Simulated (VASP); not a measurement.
**GeCN2: single point with LDA**

The system is GeCN2.

```
Ge N C
1.0
     1.78175    1.02869    4.88892
    -1.78175    1.02869    4.88892
     0.00000   -2.05739    4.88892
Ge N C
1 2 1
Direct
  0.00000 0.00000 0.00000
  0.58390 0.58390 0.58390
  0.41610 0.41610 0.41610
  0.50000 0.50000 0.50000
```

| Property | Result |
| --- | --- |
| Program | VASP 6.6.1 |
| Task | single point |
| Functional | LDA |
| Potentials or basis | VASP PAW LDA potentials, release 64 (Ge_d, N, C) |
| Cutoff | 520 eV |
| k mesh | 9 × 9 × 9 |
| Occupations | fermi-dirac, width 0.05 eV |
| Spin | no spin polarisation |

```json
{
 "Pressure": "-3.8 GPa",
 "Largest force": "0.405 eV/Å",
 "Band gap on the k mesh": "0.91 eV (least direct gap 1.67 eV)"
}
```

Forces in eV/Å, atoms in the order of the input:
```
Ge   0.000  0.000  0.000
N    0.000  0.000  0.405
N    0.000  0.000 -0.405
C    0.000  0.000  0.000
```

Stress tensor (GPa, compression positive):
```
-4.71  0.00  0.00
 0.00 -4.71  0.00
 0.00  0.00 -2.01
```

Levels at points of the mesh, in eV from the valence-band top:
```
           k point  band 11  band 12  band 13  band 14  band 15  band 16  band 17  band 18
(0.00, 0.00, 0.00)    -5.29    -1.95    -1.95    -1.90     2.46     3.24     3.24     4.71
```

Wall time 4 min on 1 thread of AMD EPYC 7R13, on a shared host, peak memory 0.23 GiB.

Caveat: the cell stands under tension; an odd mesh through Γ misses points on the zone boundary, where band edges can lie.
